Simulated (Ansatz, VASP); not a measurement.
**CaSe in VASP and in Ansatz**

Contents of INCAR:

```
SYSTEM = CaSe
  PREC = Accurate
  ENCUT = 520
  EDIFF = 1E-7
  ISMEAR = 0
  SIGMA = 0.02
  LREAL = Auto
  LASPH = .TRUE.
  NELM = 100
  ALGO = Normal
  ISIF = 2
  LWAVE = .FALSE.
  LCHARG = .FALSE.
  GGA = PE
  NBANDS = 78
```

File KPOINTS:

```
regular mesh
0
G
  3 3 3
  0 0 0
```

POSCAR

```
CaSe
1.0
    5.9312210000      0.0662340000      0.0707330000
   -0.0310860000      8.4280790000     -0.0502230000
   -0.0355580000     -0.0495510000      8.4253930000
Ca Se
8 8
Direct
    0.9312026625      0.9538071669      0.3171855830
    0.9312961547      0.9538086112      0.8171573080
    0.4308581137      0.2038116515      0.5671831196
    0.4311492307      0.7038418974      0.0671585886
    0.4312761433      0.2038195021      0.0671713402
    0.9311188782      0.4538130611      0.8171580880
    0.9311661265      0.4537873012      0.3171333061
    0.4313194324      0.7038112798      0.5671552725
    0.9311577244      0.7037764917      0.5671722361
    0.4313137576      0.9538131620      0.8172218124
    0.9311650441      0.7038436533      0.0672160671
    0.4309801027      0.4538102653      0.8171997573
    0.9311241355      0.2037610063      0.0671693336
    0.4312285865      0.4538082405      0.3172234522
    0.4310745953      0.9538293128      0.3172026631
    0.9309496715      0.2038052351      0.5671819708
```

Input for Ansatz:

```yaml
crystal:
  lattice:
    - [5.931221, 0.066234, 0.070733]
    - [-0.031086, 8.428079, -0.050223]
    - [-0.035558, -0.049551, 8.425393]
  atoms:
    - { symbol: Ca, position: [0.9312026625, 0.9538071669, 0.317185583] }
    - { symbol: Ca, position: [0.9312961547, 0.9538086112, 0.817157308] }
    - { symbol: Ca, position: [0.4308581137, 0.2038116515, 0.5671831196] }
    - { symbol: Ca, position: [0.4311492307, 0.7038418974, 0.0671585886] }
    - { symbol: Ca, position: [0.4312761433, 0.2038195021, 0.0671713402] }
    - { symbol: Ca, position: [0.9311188782, 0.4538130611, 0.817158088] }
    - { symbol: Ca, position: [0.9311661265, 0.4537873012, 0.3171333061] }
    - { symbol: Ca, position: [0.4313194324, 0.7038112798, 0.5671552725] }
    - { symbol: Se, position: [0.9311577244, 0.7037764917, 0.5671722361] }
    - { symbol: Se, position: [0.4313137576, 0.953813162, 0.8172218124] }
    - { symbol: Se, position: [0.9311650441, 0.7038436533, 0.0672160671] }
    - { symbol: Se, position: [0.4309801027, 0.4538102653, 0.8171997573] }
    - { symbol: Se, position: [0.9311241355, 0.2037610063, 0.0671693336] }
    - { symbol: Se, position: [0.4312285865, 0.4538082405, 0.3172234522] }
    - { symbol: Se, position: [0.4310745953, 0.9538293128, 0.3172026631] }
    - { symbol: Se, position: [0.9309496715, 0.2038052351, 0.5671819708] }
basis:
  ecutwfc: 420
kpoints:
  mp_grid: { grid: [3, 3, 3] }
hamiltonian:
  xc: pbe
scf:
  occupations: { method: gaussian, width: 0.02 }
  n_extra_bands: 8
output:
  forces: true
  stress: true
  eigenvalues: true
  populations: true
  dos:
    method: { smearing: { sigma: 0.1, scheme: gaussian } }
    projected: true
    de: 0.02
```

Alike in both runs: task single point; functional PBE; k mesh 3 × 3 × 3; occupations gaussian, width 0.02 eV; no spin polarisation.

```csv
,VASP,Ansatz
version,VASP 6.6.1,Ansatz 0.2.0
potentials or method,"VASP PAW PBE potentials, release 64 (Ca_sv, Se), cutoff 520 eV","scalar-relativistic, plane waves, PAW"
valence electrons in the cell,128,208
```

Ansatz gave:

```
gap on the k mesh at the Fermi level (eV)                     : 2.04
least direct gap on the mesh (eV)                             : 2.04
pressure (GPa)                                                : 0.2
traceless stress, the component that is largest in VASP (GPa) : 0.50
rms of the force components (eV/Å)                            : 0.002
```

Problem. Estimate VASP's values.

Solution. gap on the k mesh at the Fermi level (eV): 2.03; least direct gap on the mesh (eV): 2.03; pressure (GPa): 0.4; traceless stress, the component that is largest in VASP (GPa): 0.51; rms of the force components (eV/Å): 0.003.

Atom by atom the forces differ by 0.003 eV/Å (rms over components). VASP's potentials hold 128 valence electrons a cell and Ansatz's 208, so a difference there can come from the potentials and not from the codes.
